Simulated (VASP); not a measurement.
# Ge (P6_3/mmc) in VASP: notebook

The runs below take Ge through relaxation of cell and atoms, single point, with PBEsol+D4, LDA.

Everything below comes from runs of VASP 6.6.1. Logs are shortened: lines on timing, memory, paths and dates and some standing lists are left out, and cuts for length are marked.

### 1 The cell of the first run

Symmetry: P6_3/mmc, No. 194, hexagonal system. Conventional cell: a = 3.998 Å, b = 3.998 Å, c = 6.599 Å, α = 90.00°, β = 90.00°, γ = 120.00°. Within 3.2 Å of Ge (site symmetry 3m) lie 4 Ge at 2.45 to 2.47 Å.

### 2 Relaxation of cell and atoms, PBEsol+D4

Contents of INCAR:

```
  ALGO = Normal
  EDIFF = 1E-6
  EDIFFG = -0.01
  ENCUT = 600
  GGA = PS
  IBRION = 2
  ISIF = 3
  ISMEAR = -1
  IVDW = 13
  LASPH = T
  LCHARG = F
  LREAL = F
  LWAVE = F
  NELM = 60
  NSW = 60
  PREC = Accurate
  SIGMA = 0.05
```

Contents of KPOINTS:

```
k-points
0
Gamma
  8 8 4
```

Contents of POSCAR:

```
Ge
1.0
    3.9975858431      0.0000000000      0.0000000000
   -1.9987929216      3.4620108940      0.0000000000
    0.0000000000      0.0000000000      6.5993779500
Ge
4
Direct
    0.3333333333      0.6666666667      0.9370987500
    0.6666666667      0.3333333333      0.4370987500
    0.3333333333      0.6666666667      0.5629012500
    0.6666666667      0.3333333333      0.0629012500
```

Potentials or basis: VASP PAW PBE potentials, release 64 (Ge_d).

Run with:

```sh
$ cat potpaw_PBE.64/Ge_d/POTCAR > POTCAR
$ mpirun -np 1 vasp_std > vasp.out
```

OUTCAR:

```text
EDIFF = 1E-6
   EDIFFG = -0.01
   ENCUT = 600
   GGA = PS
   IBRION = 2
   ISIF = 3
   ISMEAR = -1
   IVDW = 13
   LASPH = T
   LREAL = F
   NELM = 60
   NSW = 60
   PREC = Accurate

 ion  position               nearest neighbor table
   1  0.333  0.667  0.937-   4 2.45   4 2.45   4 2.45   3 2.47
   2  0.667  0.333  0.437-   3 2.45   3 2.45   3 2.45   4 2.47
   3  0.333  0.667  0.563-   2 2.45   2 2.45   2 2.45   1 2.47
   4  0.667  0.333  0.063-   1 2.45   1 2.45   1 2.45   2 2.47

  LATTYP: Found a hexagonal cell.
 ALAT       =     3.9975858431
 C/A-ratio  =     1.6508408347

  Lattice vectors:

 A1 = (   3.9975858431,   0.0000000000,   0.0000000000)
 A2 = (  -1.9987929216,   3.4620108940,   0.0000000000)
 A3 = (   0.0000000000,   0.0000000000,   6.5993779500)

Analysis of symmetry for initial positions (statically):
=====================================================================
 Subroutine PRICEL returns:
 Original cell was already a primitive cell.

 Routine SETGRP: Setting up the symmetry group for a
 hexagonal supercell.

 Subroutine GETGRP returns: Found 24 space group operations
 (whereof 12 operations were pure point group operations)
 out of a pool of 24 trial point group operations.

The static configuration has the point symmetry D_3d.
 The point group associated with its full space group is D_6h.

Analysis of symmetry for dynamics (positions and initial velocities):
=====================================================================
 Subroutine PRICEL returns:
 Original cell was already a primitive cell.

 Routine SETGRP: Setting up the symmetry group for a
 hexagonal supercell.

 Subroutine GETGRP returns: Found 24 space group operations
 (whereof 12 operations were pure point group operations)
 out of a pool of 24 trial point group operations.

The dynamic configuration has the point symmetry D_3d.
 The point group associated with its full space group is D_6h.

 Subroutine INISYM returns: Found 24 space group operations
 (whereof 12 operations are pure point group operations),
 and found     1 'primitive' translations

----------------------------------------------------------------------------------------

                                     Primitive cell

  volume of cell :      91.3333

  direct lattice vectors                    reciprocal lattice vectors
     3.997585843  0.000000000  0.000000000     0.250150976  0.144424733  0.000000000
    -1.998792922  3.462010894  0.000000000     0.000000000  0.288849467  0.000000000
     0.000000000  0.000000000  6.599377950     0.000000000  0.000000000  0.151529433

  length of vectors
     3.997585843  3.997585843  6.599377950     0.288849467  0.288849467  0.151529433

  position of ions in fractional coordinates (direct lattice)
     0.333333333  0.666666667  0.937098750
     0.666666667  0.333333333  0.437098750
     0.333333333  0.666666667  0.562901250
     0.666666667  0.333333333  0.062901250

  ion indices of the primitive-cell ions
   primitive index   ion index
                 1           1
                 2           2
                 3           3
                 4           4

----------------------------------------------------------------------------------------

 KPOINTS: k-points

Automatic generation of k-mesh.
 Grid dimensions read from file:
 generate k-points for:    8    8    4

 Generating k-lattice:

  Cartesian coordinates                     Fractional coordinates (reciprocal lattice)
     0.031268872  0.018053092  0.000000000     0.125000000 -0.000000000  0.000000000
     0.000000000  0.036106183  0.000000000     0.000000000  0.125000000  0.000000000
     0.000000000  0.000000000  0.037882358     0.000000000  0.000000000  0.250000000

  Length of vectors
     0.036106183  0.036106183  0.037882358

  Shift w.r.t. Gamma in fractional coordinates (k-lattice)
     0.000000000  0.000000000  0.000000000

 Subroutine IBZKPT returns following result:
 ===========================================

 Found     30 irreducible k-points:

 Following reciprocal coordinates:
            Coordinates               Weight
  0.000000  0.000000  0.000000      1.000000
  0.125000  0.000000  0.000000      6.000000
  0.250000  0.000000  0.000000      6.000000
  0.375000  0.000000  0.000000      6.000000
  0.500000  0.000000  0.000000      3.000000
  0.125000  0.125000  0.000000      6.000000
[... 16 lines left out ...]
  0.250000  0.000000  0.500000      6.000000
  0.375000  0.000000  0.500000      6.000000
 [... further k-points ...]
   k-points           NKPTS =     30   k-points in BZ     NKDIM =     30   number of bands    NBANDS=     33
   number of dos      NEDOS =    301   number of ions     NIONS =      4
   total plane-waves  NPLWV =  55296
   dimension x,y,z NGX =    32 NGY =   32 NGZ =   54
   dimension x,y,z NGXF=    64 NGYF=   64 NGZF=  108
   ions per type =               4
   NGX,Y,Z   is equivalent  to a cutoff of  13.31, 13.31, 13.60 a.u.
   NGXF,Y,Z  is equivalent  to a cutoff of  26.62, 26.62, 27.21 a.u.
 SYSTEM =  unknown system
   PREC   = accura    normal or accurate (medium, high low for compatibility)
   ISTART =      0    job   : 0-new  1-cont  2-samecut
   ICHARG =      2    charge: 1-file 2-atom 10-const
   ISPIN  =      1    spin polarized calculation?
   LNONCOLLINEAR =      F non collinear calculations
   LSORBIT =      F    spin-orbit coupling
   LASPH  =      T    aspherical Exc in radial PAW
   ENCUT  =  600.0 eV  44.10 Ry    6.64 a.u.   7.98  7.98 13.18*2*pi/ulx,y,z
   NELM   =     60;   NELMIN=  2; NELMDL= -5     # of ELM steps
   EDIFF  = 0.1E-05   stopping-criterion for ELM
   LREAL  =      F    real-space projection
   EDIFFG = -.1E-01   stopping-criterion for IOM
   NSW    =     60    number of steps for IOM
   IBRION =      2    ionic relax: 0-MD 1-quasi-New 2-CG
   NFREE  =      1    steps in history (QN), initial steepest desc. (CG)
   ISIF   =      3    stress and relaxation
   ISYM   =      2    0-nonsym 1-usesym 2-fastsym
   POTIM  = 0.5000    time-step for ionic-motion
   TEBEG  =    0.0;   TEEND  =   0.0 temperature during run
   PSTRESS=    0.0 pullay stress
   NELECT =      56.0000    total number of electrons
   NUPDOWN=      -1.0000    fix difference up-down
   EMIN   =  10.00;   EMAX   =-10.00  energy-range for DOS
   EFERMI =   0.00;   METHOD = LEGACY
   ISMEAR =    -1;   SIGMA  =   0.05  broadening in eV -4-tet -1-fermi 0-gaus
   EFERMI_NEDOS =   21; number of points for ismear=-14 and -15
   IALGO  =     38    algorithm
   IMIX   =      4    mixing-type and parameters
     AMIX     =   0.40;   BMIX     =  1.00
     AMIX_MAG =   1.60;   BMIX_MAG =  1.00
  volume/ion in A,a.u.               =      22.83       154.09
  Fermi-wavevector in a.u.,A,eV,Ry     =   1.390789  2.628209 26.317650  1.934293
  Thomas-Fermi vector in A             =   2.514690
   LORBIT       =      0    0 simple, 1 ext, 2 COOP (PROOUT), +10 PAW based schemes
   GGA     = PS    functional components
   LHFCALC =     F    Hartree Fock is set to
   AEXX    =    0.0000 exact exchange contribution
   IVDW    =    13    specifies the selected vdW correction
   LEPSILON=     F    determine dielectric tensor
   LRPA    =     F    only Hartree local field effects (RPA)
 conjugate gradient relaxation of ions
 non-spin polarized calculation
  energy-cutoff  :      600.00
  volume of cell :       91.33
 maximum number of plane-waves:      3070
 NGX is ok and might be reduce to    32
   NGX = 15   NGY = 15   NGZ = 27

--------------------------------------- Ionic step        1  -------------------------------------------

 number of electron      55.9999987 magnetization

 Free energy of the ion-electron system (eV)
  ---------------------------------------------------
  ext. energy  EPLUGINS =         0.00000000
  ---------------------------------------------------
  free energy    TOTEN  =       -19.67775376 eV

  energy without entropy =      -19.67644781  energy(sigma->0) =      -19.67710078

------------------------ aborting loop because EDIFF is reached ----------------------------------------

  DFT-D4 for vdW energy calculation

  Edisp (eV):   -0.74092

  FORCE on cell =-STRESS in cart. coord.  units (eV):
  Direction    XX          YY          ZZ          XY          YZ          ZX
  --------------------------------------------------------------------------------------
  -------------------------------------------------------------------------------------
  Total      -0.69059    -0.69059    -0.87299     0.00000    -0.00000     0.00000
  in kB     -12.11442   -12.11442   -15.31414     0.00000    -0.00000     0.00000
  external pressure =      -13.18 kB  Pullay stress =        0.00 kB
[... 149 lines left out ...]
  energy  without entropy=      -20.4248489574  energy(sigma->0) =      -20.42548242

--------------------------------------- Ionic step        5  -------------------------------------------

 number of electron      55.9999998 magnetization

 Free energy of the ion-electron system (eV)
  ---------------------------------------------------
  ext. energy  EPLUGINS =         0.00000000
  ---------------------------------------------------
  free energy    TOTEN  =       -19.67180552 eV

  energy without entropy =      -19.67054497  energy(sigma->0) =      -19.67117524

 E-fermi :   5.0692     XC(G=0): -10.1741

 val. band max:        4.9112769519   @ k =   0.0000   0.0000   0.0000
 cond. band min:       5.1166476372   @ k =   0.0000   0.0000   0.2500
 fundamental gap:      0.2053706853
 Fermi energy:         5.0691755876

 k-point     1 :       0.0000    0.0000    0.0000
  band No.  band energies     occupation
      1     -19.8535      2.00000
      2     -19.8535      2.00000
      3     -19.8149      2.00000
      4     -19.8128      2.00000
      5     -19.8128      2.00000
      6     -19.8006      2.00000
[... 853 lines left out ...]
     32       7.5296      0.00000
     33      11.0162      0.00000

 [... further k-points ...]

------------------------ aborting loop because EDIFF is reached ----------------------------------------

  DFT-D4 for vdW energy calculation

  Edisp (eV):   -0.75434

  FORCE on cell =-STRESS in cart. coord.  units (eV):
  Direction    XX          YY          ZZ          XY          YZ          ZX
  --------------------------------------------------------------------------------------
  -------------------------------------------------------------------------------------
  Total       0.01349     0.01349    -0.01886    -0.00000    -0.00000     0.00000
  in kB       0.24122     0.24122    -0.33721    -0.00000    -0.00000     0.00000
  external pressure =        0.05 kB  Pullay stress =        0.00 kB
[... 19 lines left out ...]
  FREE ENERGIE OF THE ION-ELECTRON SYSTEM (eV)
  ---------------------------------------------------
  free  energy   TOTEN  =       -20.4261440277 eV

  energy  without entropy=      -20.4248834788  energy(sigma->0) =      -20.42551375

 reached required accuracy - stopping structural energy minimisation
```

It took 4.1 min on 1 thread of Intel Xeon 6975P-C (Granite Rapids), shared host; peak memory 0.26 GiB.

What came out:

```yaml
Free_energy: -20.4261 eV
Relaxed_volume: 22.40 Å³/atom
Relaxed_cell: a = 3.975 Å, b = 3.975 Å, c = 6.549 Å, α = 90.00°, β = 90.00°, γ = 120.00°
Space_group_after_relaxing_to_0.05_Å: P6_3/mmc (No. 194)
Energy_gained_by_relaxing: 1.9 meV/atom
Ionic_steps: 5
Pressure_after_relaxing: 0.0 GPa
Largest_force_after_relaxing: 0.003 eV/Å
Band_gap_on_the_k_mesh: zero (band 28 reaches 5.14 eV, above the bottom of band 29 at 5.12 eV)
Dispersion_energy_per_atom: -0.189 eV
```

Forces in eV/Å, atoms in the order of the input:
```
Ge   0.000  0.000  0.003
Ge   0.000  0.000  0.003
Ge   0.000  0.000 -0.003
Ge   0.000  0.000 -0.003
```

Step by step:
```tsv
step	energy change (eV)	largest force (eV/Å)	pressure (GPa)	volume (Å³)
1	0.0000	0.0031	-1.32	91.33
2	-0.0063	0.0184	0.41	88.87
3	-0.0075	0.0122	0.05	89.54
4	-0.0074	0.0117	-0.08	89.60
5	-0.0075	0.0033	0.00	89.59
```

Final structure:
```
Ge
1.0
     3.97457    0.00000    0.00000
    -1.98729    3.44208    0.00000
     0.00000    0.00000    6.54869
Ge
4
Direct
  0.33333 0.66667 0.93717
  0.66667 0.33333 0.43717
  0.33333 0.66667 0.56283
  0.66667 0.33333 0.06283
```

Levels at points of the mesh, in eV from the Fermi level:
| k point | band 25 | band 26 | band 27 | band 28 | band 29 | band 30 | band 31 | band 32 |
| --- | --- | --- | --- | --- | --- | --- | --- | --- |
| (0.00, 0.00, 0.00) | -1.58 | -0.21 | -0.16 | 0.07 | 0.07 | 0.09 | 2.18 | 2.18 |
| (0.50, 0.00, 0.00) | -4.76 | -3.20 | -2.96 | -1.53 | 0.38 | 1.62 | 3.45 | 3.63 |
| (0.00, 0.00, 0.50) | -0.94 | -0.94 | -0.94 | -0.94 | 0.64 | 0.64 | 3.31 | 3.31 |
| (0.50, 0.00, 0.50) | -2.65 | -2.65 | -2.53 | -2.53 | 0.43 | 0.43 | 1.99 | 1.99 |

Caveat: the PAW data sets were made with another functional, which shifts forces and pressure a little; pairwise dispersion overbinds metals, which lowers pressure and volume.

### 3 Single point, LDA

This run uses another cell than the first one, of 22.17 Å³/atom, 0.971 times its volume.

Contents of INCAR:

```
SYSTEM = Ge
PREC = Accurate ; ENCUT = 520
EDIFF = 1E-6 ; ISMEAR = -1
SIGMA = 0.05 ; LREAL = .False.
LASPH = .True. ; NELM = 60
ALGO = Normal ; ISIF = 2
LWAVE = .False. ; LCHARG = .False.
NBANDS = 36
```

Contents of KPOINTS:

```
regular mesh
0
Gamma
  8 8 4
  0 0 0
```

Contents of POSCAR:

```
Ge
1.0
    3.9617816354      0.0000000000      0.0000000000
   -1.9808908177      3.4310035405      0.0000000000
    0.0000000000      0.0000000000      6.5239182999
Ge
4
Direct
    0.3333333333      0.6666666667      0.9372404141
    0.6666666667      0.3333333333      0.4372404141
    0.3333333333      0.6666666667      0.5627595859
    0.6666666667      0.3333333333      0.0627595859
```

Potentials or basis: VASP PAW LDA potentials, release 64 (Ge_d).

Run with:

```sh
$ cat potpaw_LDA.64/Ge_d/POTCAR > POTCAR
$ mpirun -np 1 vasp_std > vasp.out
```

OUTCAR:

```text
SYSTEM = Ge
   PREC = Accurate
   ENCUT = 520
   EDIFF = 1E-6
   ISMEAR = -1
   LREAL = .False.
   LASPH = .True.
   NELM = 60
   ISIF = 2

 ion  position               nearest neighbor table
   1  0.333  0.667  0.937-   4 2.43   4 2.43   4 2.43   3 2.44
   2  0.667  0.333  0.437-   3 2.43   3 2.43   3 2.43   4 2.44
   3  0.333  0.667  0.563-   2 2.43   2 2.43   2 2.43   1 2.44
   4  0.667  0.333  0.063-   1 2.43   1 2.43   1 2.43   2 2.44

  LATTYP: Found a hexagonal cell.
 ALAT       =     3.9617816354
 C/A-ratio  =     1.6467132468

  Lattice vectors:

 A1 = (   3.9617816354,   0.0000000000,   0.0000000000)
 A2 = (  -1.9808908177,   3.4310035405,   0.0000000000)
 A3 = (   0.0000000000,   0.0000000000,   6.5239182999)

Analysis of symmetry for initial positions (statically):
=====================================================================
 Subroutine PRICEL returns:
 Original cell was already a primitive cell.

 Routine SETGRP: Setting up the symmetry group for a
 hexagonal supercell.

 Subroutine GETGRP returns: Found 24 space group operations
[... 165 lines left out ...]
  ext. energy  EPLUGINS =         0.00000000
  ---------------------------------------------------
  free energy    TOTEN  =       -20.71119584 eV

  energy without entropy =      -20.70991060  energy(sigma->0) =      -20.71055322

 E-fermi :   5.0100     XC(G=0): -10.3835

 val. band max:        4.8423644625   @ k =   0.0000   0.0000   0.0000
 cond. band min:       5.0489469735   @ k =   0.0000   0.0000   0.2500
 fundamental gap:      0.2065825110
 Fermi energy:         5.0100063950

 k-point     1 :       0.0000    0.0000    0.0000
  band No.  band energies     occupation
      1     -20.0828      2.00000
      2     -20.0828      2.00000
      3     -20.0437      2.00000
      4     -20.0414      2.00000
      5     -20.0414      2.00000
      6     -20.0286      2.00000
[... 925 lines left out ...]
     35      12.4851      0.00000
     36      12.4851      0.00000

 [... further k-points ...]
[... 5 lines left out ...]
  --------------------------------------------------------------------------------------
  -------------------------------------------------------------------------------------
  Total        0.1011671      0.1011671      0.1067877      0.0000000      0.0000000     -0.0000000
  in kB        1.8278038      1.8278038      1.9293531      0.0000000      0.0000000     -0.0000000
  external PRESSURE =       1.8616536 kB  Pullay stress =       0.0000000 kB

 VOLUME and BASIS-vectors are now :
 -----------------------------------------------------------------------------
  energy-cutoff  :      520.00
  volume of cell :       88.68
      direct lattice vectors                 reciprocal lattice vectors
     3.961781635  0.000000000  0.000000000     0.252411691  0.145729957  0.000000000
    -1.980890818  3.431003540  0.000000000     0.000000000  0.291459915  0.000000000
     0.000000000  0.000000000  6.523918300     0.000000000  0.000000000  0.153282116

 POSITION                                       TOTAL-FORCE (eV/Angst)
 -----------------------------------------------------------------------------------
     -0.00000      2.28734      6.11448         0.000000      0.000000      0.000689
      1.98089      1.14367      2.85252         0.000000     -0.000000      0.000689
     -0.00000      2.28734      3.67140        -0.000000      0.000000     -0.000689
      1.98089      1.14367      0.40944        -0.000000     -0.000000     -0.000689
 -----------------------------------------------------------------------------------
    total drift:                               -0.000000      0.000000     -0.000000

  FREE ENERGIE OF THE ION-ELECTRON SYSTEM (eV)
  ---------------------------------------------------
  free  energy   TOTEN  =       -20.7111958367 eV

  energy  without entropy=      -20.7099106016  energy(sigma->0) =      -20.71055322
```

stdout:

```text
POSCAR found type information on POSCAR Ge
 POSCAR found :  1 types and       4 ions
 scaLAPACK will be used
 LDA part: xc-table for (Slater(with rela. corr.)+CA(PZ))
 , standard interpolation
 POSCAR, INCAR and KPOINTS ok, starting setup
 FFT: planning ... GRIDC
 FFT: planning ... GRID_SOFT
 FFT: planning ... GRID
 WAVECAR not read
 entering main loop
```

Wall time 2.2 min (1 thread of Intel Xeon 6975P-C, shared host); peak memory 0.2 GiB.

Results:

| Property | Result |
| --- | --- |
| Free energy | -20.7112 eV |
| Pressure | 0.2 GPa |
| Band gap on the k mesh | zero (band 28 reaches 5.09 eV, above the bottom of band 29 at 5.05 eV) |
